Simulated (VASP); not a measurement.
A run of VASP 6.6.1 is set up as follows.

The input INCAR:

```
ALGO     = Normal         # electronic algorithm
EDIFF    = 1E-7           # SCF threshold, eV
EDIFFG   = -0.05          # ionic threshold
ENCUT    = 600            # plane-wave cutoff, eV
GGA      = PE             # functional
IBRION   = 2              # ionic algorithm
ISIF     = 3              # what is computed and relaxed
ISMEAR   = 0              # smearing method
LASPH    = True           # aspherical terms in the spheres
LCHARG   = False          # write CHGCAR
LREAL    = False          # projectors in reciprocal space
LWAVE    = False          # write WAVECAR
NELM     = 100            # most SCF steps
NSW      = 80             # ionic steps
PREC     = Accurate       # precision mode
PSTRESS  = 120.0        
SIGMA    = 0.1            # smearing width, eV
```

Contents of KPOINTS:

```
k-points
0
Gamma
  6 6 6
```

Contents of POSCAR:

```
NaCl
1.0
    0.0000000000      2.6050289807      2.6050289807
    2.6050289807      0.0000000000      2.6050289807
    2.6050289807      2.6050289807      0.0000000000
Na Cl
1 1
Direct
    0.0000000000      0.0000000000      0.0000000000
    0.5000000000      0.5000000000      0.5000000000
```

Potentials or basis: VASP PAW PBE potentials, release 64 (Na_pv, Cl).

Run with:

```bash
$ cat potpaw_PBE.64/Na_pv/POTCAR potpaw_PBE.64/Cl/POTCAR > POTCAR
$ mpirun -np 1 vasp_std > vasp.out
```

Estimate the band gap on the k mesh.

6.20 eV, direct.

Final structure:
```
Na Cl
1.0
     0.00000    2.60503    2.60503
     2.60503    0.00000    2.60503
     2.60503    2.60503    0.00000
Na Cl
1 1
Direct
  0.00000 0.00000 0.00000
  0.50000 0.50000 0.50000
```

Caveat: the relaxation stopped at its first step, so nothing moved; the cell is relaxed towards a set pressure, so the enthalpy falls and the energy may rise. A hybrid or GW would open this gap; PBE tends to underestimate it.
